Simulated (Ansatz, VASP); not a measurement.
SrO in VASP and in Ansatz

```
Sr O
1.0
     0.00000    2.57989    2.57989
     2.57989    0.00000    2.57989
     2.57989    2.57989    0.00000
Sr O
1 1
Direct
  0.00000 0.00000 0.00000
  0.50000 0.50000 0.50000
```

Alike in both runs: task single point; functional r2SCAN; k mesh 8 × 8 × 8; no spin polarisation.

|  | VASP | Ansatz |
| --- | --- | --- |
| version | VASP 6.6.1 | Ansatz 0.2.0 |
| potentials or method | VASP PAW PBE potentials, release 64 (Sr_sv, O) | plane waves, PAW |
| plane-wave cutoff (eV) | 520 | 500 |
| occupations | gaussian, width 0.01 eV | fixed |
| valence electrons in the cell | 16 | 16 |

```csv
,VASP,Ansatz,Ansatz less VASP
gap on the k mesh at the Fermi level (eV),3.75,3.80,+0.052
pressure (GPa),0.5,0.0,-0.52
```

VASP's potentials were made for PBE, not for r2SCAN.
